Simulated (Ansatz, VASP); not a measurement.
## Co in VASP and in Ansatz

```xyz
1
Lattice="0.0000 1.7602 1.7602 1.7602 0.0000 1.7602 1.7602 1.7602 0.0000" Properties=species:S:1:pos:R:3 pbc="T T T"
Co    0.0000    0.0000    0.0000
```

Alike in both runs: functional PBE; k mesh 20 × 20 × 20; occupations gaussian, width 0.1 eV; collinear spin.

Ansatz relaxed the structure, and its values are those at the end. VASP's run is a single point on that final structure, the one shown.

|  | VASP | Ansatz |
| --- | --- | --- |
| version | VASP 6.6.1 | Ansatz 0.2.0 |
| potentials or method | VASP PAW PBE potentials, release 64 (Co), cutoff 520 eV | scalar-relativistic, plane waves, PAW |
| valence electrons in the cell | 9 | 17 |

```csv
,VASP,Ansatz,Ansatz less VASP
gap on the k mesh at the Fermi level (eV),none,none,-
pressure (GPa),-0.7,0.0,+0.66
net moment per atom (μB),1.64,1.64,+0.009
size of the moment on the site where the two differ most (μB),1.65,1.71,+0.059
```

Site moments also hang on the region over which each program counts them. A gap of «none» marks a metal or a gap that the smearing closes. VASP's potentials hold 9 valence electrons a cell and Ansatz's 17, so a difference there can come from the potentials and not from the codes.
